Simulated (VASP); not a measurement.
# MgB2 (P6/mmm) in VASP: notebook, part 3 of 3

VASP 6.6.1. Earlier steps stand in the parts before.

### Step 4. Electric field gradients, LDA (volume scaled by 1.02)

File INCAR:

```
SYSTEM = MgB2
ALGO = Normal
EDIFF = 1E-8
ENCUT = 520
GGA = CA
ISIF = 2
ISMEAR = -1
LASPH = .TRUE.
LCHARG = .FALSE.
LEFG = .TRUE.
LREAL = .FALSE.
LWAVE = .FALSE.
NBANDS = 11
NELM = 60
PREC = Accurate
SIGMA = 0.05
```

File KPOINTS:

```
k-points
0
G
  15 15 12
  0 0 0
```

File POSCAR:

```
MgB2
1.0
    3.1054317692      0.0000000000      0.0000000000
   -1.5527158846      2.6893828019      0.0000000000
    0.0000000000      0.0000000000      3.5463318058
Mg B
1 2
Direct
    0.0000000000      0.0000000000      0.0000000000
    0.3333333333      0.6666666667      0.5000000000
    0.6666666667      0.3333333333      0.5000000000
```

Potentials or basis: VASP PAW LDA potentials, release 64 (Mg, B).

Launch:

```sh
cat potpaw_LDA.64/Mg/POTCAR potpaw_LDA.64/B/POTCAR > POTCAR
mpirun -np 1 vasp_std > vasp.out
```

OUTCAR:

```text
SYSTEM = MgB2
   EDIFF = 1E-8
   ENCUT = 520
   GGA = CA
   ISIF = 2
   ISMEAR = -1
   LASPH = .TRUE.
   LREAL = .FALSE.
   NELM = 60
   PREC = Accurate

 ion  position               nearest neighbor table
   1  0.000  0.000  0.000-   2 2.52   3 2.52   2 2.52   3 2.52   3 2.52   3 2.52   2 2.52   2 2.52
                             3 2.52   3 2.52   2 2.52   2 2.52
   2  0.333  0.667  0.500-   3 1.79   3 1.79   3 1.79   1 2.52   1 2.52   1 2.52   1 2.52   1 2.52
                             1 2.52
   3  0.667  0.333  0.500-   2 1.79   2 1.79   2 1.79   1 2.52   1 2.52   1 2.52   1 2.52   1 2.52
                             1 2.52

  LATTYP: Found a hexagonal cell.
 ALAT       =     3.1054317692
 C/A-ratio  =     1.1419770484

  Lattice vectors:

 A1 = (   3.1054317692,   0.0000000000,   0.0000000000)
 A2 = (  -1.5527158846,   2.6893828019,   0.0000000000)
 A3 = (   0.0000000000,   0.0000000000,   3.5463318058)

Analysis of symmetry for initial positions (statically):
=====================================================================
 Subroutine PRICEL returns:
 Original cell was already a primitive cell.

 Routine SETGRP: Setting up the symmetry group for a
 hexagonal supercell.

 Subroutine GETGRP returns: Found 24 space group operations
 (whereof 24 operations were pure point group operations)
 out of a pool of 24 trial point group operations.

The static configuration has the point symmetry D_6h.

Analysis of symmetry for dynamics (positions and initial velocities):
[... 176 lines left out ...]
      7      11.2518      0.00000
      8      13.0744      0.00000
      9      14.7179      0.00000
     10      17.3805      0.00000
     11      20.8960      0.00000
[... 309 lines left out ...]
 k-point    24 :       0.4000    0.2000    0.0000
  band No.  band energies     occupation
      1      -2.8170      2.00000
      2      -2.1735      2.00000
      3       0.7349      2.00000
      4       5.8597      0.00000
      5       7.7558      0.00000
      6      10.6000      0.00000
      7      10.9276      0.00000
      8      12.7918      0.00000
      9      14.3680      0.00000
     10      16.5470      0.00000
     11      18.4163      0.00000

 [... further k-points ...]
[... 5 lines left out ...]
  --------------------------------------------------------------------------------------
  -------------------------------------------------------------------------------------
  Total       -2.2072840     -2.2072840     -1.5646088     -0.0000000      0.0000000      0.0000000
  in kB     -119.4028831   -119.4028831    -84.6374132     -0.0000000      0.0000000      0.0000000
  external PRESSURE =    -107.8143932 kB  Pullay stress =       0.0000000 kB

 VOLUME and BASIS-vectors are now :
 -----------------------------------------------------------------------------
  energy-cutoff  :      520.00
  volume of cell :       29.62
      direct lattice vectors                 reciprocal lattice vectors
     3.105431769  0.000000000  0.000000000     0.322016413  0.185916263  0.000000000
    -1.552715885  2.689382802  0.000000000     0.000000000  0.371832526  0.000000000
     0.000000000  0.000000000  3.546331806     0.000000000  0.000000000  0.281981511

 POSITION                                       TOTAL-FORCE (eV/Angst)
 -----------------------------------------------------------------------------------
      0.00000      0.00000      0.00000        -0.000000      0.000000      0.000000
     -0.00000      1.79292      1.77317         0.000000      0.000000      0.000000
      1.55272      0.89646      1.77317        -0.000000      0.000000      0.000000
 -----------------------------------------------------------------------------------
    total drift:                                0.000000     -0.000000      0.000000

  FREE ENERGIE OF THE ION-ELECTRON SYSTEM (eV)
  ---------------------------------------------------
  free  energy   TOTEN  =       -17.2151982640 eV

  energy  without entropy=      -17.2084328835  energy(sigma->0) =      -17.21181557

 Electric field gradients (V/A^2)
---------------------------------------------------------------------
 ion       V_xx      V_yy      V_zz      V_xy      V_xz      V_yz
---------------------------------------------------------------------
   1       0.286     0.286    -0.572    -0.000     0.000    -0.000
   2      -9.768    -9.768    19.537     0.000     0.000    -0.000
   3      -9.768    -9.768    19.537     0.000     0.000     0.000
---------------------------------------------------------------------

 Electric field gradients after diagonalization (V/A^2)
 (convention: |V_zz| > |V_xx| > |V_yy|)
----------------------------------------------------------------------
 ion       V_xx      V_yy      V_zz     asymmetry (V_yy - V_xx)/ V_zz
----------------------------------------------------------------------
   1       0.286     0.286    -0.572       0.000
   2      -9.768    -9.768    19.537       0.000
   3      -9.768    -9.768    19.537       0.000
----------------------------------------------------------------------

           NMR quadrupolar parameters

 Cq : quadrupolar parameter    Cq=e*Q*V_zz/h
 eta: asymmetry parameters     (V_yy - V_xx)/ V_zz
 Q  : nuclear electric quadrupole moment in mb (millibarn)
----------------------------------------------------------------------
 ion       Cq(MHz)       eta       Q (mb)
----------------------------------------------------------------------
   1      -0.001       0.000       1.000
   2       0.047       0.000       1.000
   3       0.047       0.000       1.000
----------------------------------------------------------------------
```

stdout:

```text
POSCAR found type information on POSCAR MgB
 POSCAR found :  2 types and       3 ions
 scaLAPACK will be used
 LDA part: xc-table for (Slater(with rela. corr.)+CA(PZ))
 , standard interpolation
 POSCAR, INCAR and KPOINTS ok, starting setup
 FFT: planning ... GRIDC
 FFT: planning ... GRID_SOFT
 FFT: planning ... GRID
 WAVECAR not read
 entering main loop
ion   1

ion   2

ion   3
```

Run time: 67 s. Hardware: 1 thread of Intel Xeon 8259CL, shared host; peak memory 0.18 GiB.

Results:

```yaml
Free_energy: -17.2152 eV
Pressure: -10.8 GPa
Band_gap_on_the_k_mesh: zero (band 4 reaches 6.85 eV, above the bottom of band 5 at 3.11 eV)
```

Stress tensor (GPa, compression positive):
```
-11.94   0.00   0.00
  0.00 -11.94   0.00
  0.00   0.00  -8.46
```

Levels at points of the mesh, in eV from the Fermi level:
```
           k point  band 1  band 2  band 3  band 4  band 5  band 6  band 7  band 8
(0.00, 0.00, 0.00)  -12.16   -2.87    0.35    0.35    1.61    6.19    6.19    8.02
(0.00, 0.00, 0.50)  -10.89   -7.31    0.72    0.72    6.54    6.54    7.78    9.68
```

Electric field gradients, principal values (V/Å²):
| atom | least | middle | greatest (by size) |
| --- | --- | --- | --- |
| 1 Mg | 0.286 | 0.286 | -0.572 |
| 2 B | -9.768 | -9.768 | 19.537 |
| 3 B | -9.768 | -9.768 | 19.537 |

Caveat: without QUAD_EFG the Cq values of the log hold for a quadrupole moment of 1 mb, not for the nuclei.

### Step 5. Electric field gradients, LDA (volume scaled by 1.06)

File INCAR:

```
SYSTEM = MgB2
PREC = Accurate
ENCUT = 520
EDIFF = 1E-8
ISMEAR = -1
SIGMA = 0.05
LREAL = .False.
LASPH = .True.
NELM = 100
ALGO = Normal
ISIF = 2
LWAVE = .False.
LCHARG = .False.
LEFG = .True.
NBANDS = 11
```

File KPOINTS:

```
regular mesh
0
Gamma
  15 15 12
  0 0 0
```

File POSCAR:

```
MgB2
1.0
    3.1455062765      0.0000000000      0.0000000000
   -1.5727531383      2.7240883433      0.0000000000
    0.0000000000      0.0000000000      3.5920959734
Mg B
1 2
Direct
    0.0000000000      0.0000000000      0.0000000000
    0.3333333333      0.6666666667      0.5000000000
    0.6666666667      0.3333333333      0.5000000000
```

Potentials or basis: VASP PAW LDA potentials, release 64 (Mg, B).

Launch:

```sh
cat potpaw_LDA.64/Mg/POTCAR potpaw_LDA.64/B/POTCAR > POTCAR
mpirun -np 1 vasp_std > vasp.out
```

OUTCAR:

```text
SYSTEM = MgB2
   PREC = Accurate
   ENCUT = 520
   EDIFF = 1E-8
   ISMEAR = -1
   LREAL = .False.
   LASPH = .True.
   NELM = 100
   ISIF = 2

 ion  position               nearest neighbor table
   1  0.000  0.000  0.000-   2 2.55   3 2.55   2 2.55   3 2.55   3 2.55   3 2.55   2 2.55   2 2.55
                             3 2.55   3 2.55   2 2.55   2 2.55
   2  0.333  0.667  0.500-   3 1.82   3 1.82   3 1.82   1 2.55   1 2.55   1 2.55   1 2.55   1 2.55
                             1 2.55
   3  0.667  0.333  0.500-   2 1.82   2 1.82   2 1.82   1 2.55   1 2.55   1 2.55   1 2.55   1 2.55
                             1 2.55

  LATTYP: Found a hexagonal cell.
 ALAT       =     3.1455062765
 C/A-ratio  =     1.1419770484

  Lattice vectors:

 A1 = (   3.1455062765,   0.0000000000,   0.0000000000)
 A2 = (  -1.5727531383,   2.7240883433,   0.0000000000)
 A3 = (   0.0000000000,   0.0000000000,   3.5920959734)

Analysis of symmetry for initial positions (statically):
=====================================================================
[... 538 lines left out ...]
 POSITION                                       TOTAL-FORCE (eV/Angst)
 -----------------------------------------------------------------------------------
      0.00000      0.00000      0.00000        -0.000000      0.000000      0.000000
     -0.00000      1.81606      1.79605         0.000000     -0.000000      0.000000
      1.57275      0.90803      1.79605        -0.000000      0.000000      0.000000
 -----------------------------------------------------------------------------------
    total drift:                                0.000000     -0.000000      0.000000

  FREE ENERGIE OF THE ION-ELECTRON SYSTEM (eV)
  ---------------------------------------------------
  free  energy   TOTEN  =       -17.1206579544 eV

  energy  without entropy=      -17.1137105740  energy(sigma->0) =      -17.11718426

 Electric field gradients (V/A^2)
---------------------------------------------------------------------
 ion       V_xx      V_yy      V_zz      V_xy      V_xz      V_yz
---------------------------------------------------------------------
   1       0.244     0.244    -0.487    -0.000    -0.000     0.000
   2      -9.671    -9.671    19.342     0.000     0.000    -0.000
   3      -9.671    -9.671    19.342     0.000     0.000     0.000
---------------------------------------------------------------------

 Electric field gradients after diagonalization (V/A^2)
 (convention: |V_zz| > |V_xx| > |V_yy|)
----------------------------------------------------------------------
 ion       V_xx      V_yy      V_zz     asymmetry (V_yy - V_xx)/ V_zz
----------------------------------------------------------------------
   1       0.244     0.244    -0.487       0.000
   2      -9.671    -9.671    19.342       0.000
   3      -9.671    -9.671    19.342       0.000
----------------------------------------------------------------------

           NMR quadrupolar parameters

 Cq : quadrupolar parameter    Cq=e*Q*V_zz/h
 eta: asymmetry parameters     (V_yy - V_xx)/ V_zz
 Q  : nuclear electric quadrupole moment in mb (millibarn)
----------------------------------------------------------------------
 ion       Cq(MHz)       eta       Q (mb)
----------------------------------------------------------------------
   1      -0.001       0.000       1.000
   2       0.047       0.000       1.000
   3       0.047       0.000       1.000
----------------------------------------------------------------------
```

Wall time 63 s (1 thread of Intel Xeon 8259CL, shared host); peak memory 0.19 GiB.

Results:

```yaml
Free_energy: -17.1207 eV
Pressure: -15.3 GPa
Band_gap_on_the_k_mesh: zero (band 4 reaches 6.55 eV, above the bottom of band 5 at 2.90 eV)
```

Levels at points of the mesh, in eV from the Fermi level:
```tsv
k point	band 1	band 2	band 3	band 4	band 5	band 6	band 7	band 8	band 9
(0.00, 0.00, 0.00)	-11.93	-2.79	0.33	0.33	1.51	6.03	6.03	7.60	9.34
(0.00, 0.00, 0.50)	-10.71	-7.13	0.68	0.68	6.40	6.40	7.56	9.14	9.37
```

Electric field gradients, principal values (V/Å²):
```tsv
atom	least	middle	greatest (by size)
1 Mg	0.244	0.244	-0.487
2 B	-9.671	-9.671	19.342
3 B	-9.671	-9.671	19.342
```

Caveat: without QUAD_EFG the Cq values of the log hold for a quadrupole moment of 1 mb, not for the nuclei.

### Step 6. Overview

```tsv
cell	gap on the mesh (eV)	pressure (GPa)
a = 3.075, b = 3.075, c = 3.511 Å, angles 90.0, 90.0, 120.0°, 3 atoms	none	-6.8
a = 3.105, b = 3.105, c = 3.546 Å, angles 90.0, 90.0, 120.0°, 3 atoms	none	-10.8
a = 3.146, b = 3.146, c = 3.592 Å, angles 90.0, 90.0, 120.0°, 3 atoms	none	-15.3
```

Alike in all rows: task electric field gradients; level LDA; potentials or basis VASP PAW LDA potentials, release 64 (Mg, B); no spin polarisation; k mesh 15 × 15 × 12; cutoff (eV) 520; smearing fermi-dirac 0.05 eV.

Total energies depend on the potentials used, so only differences within one code and one set of settings carry meaning.
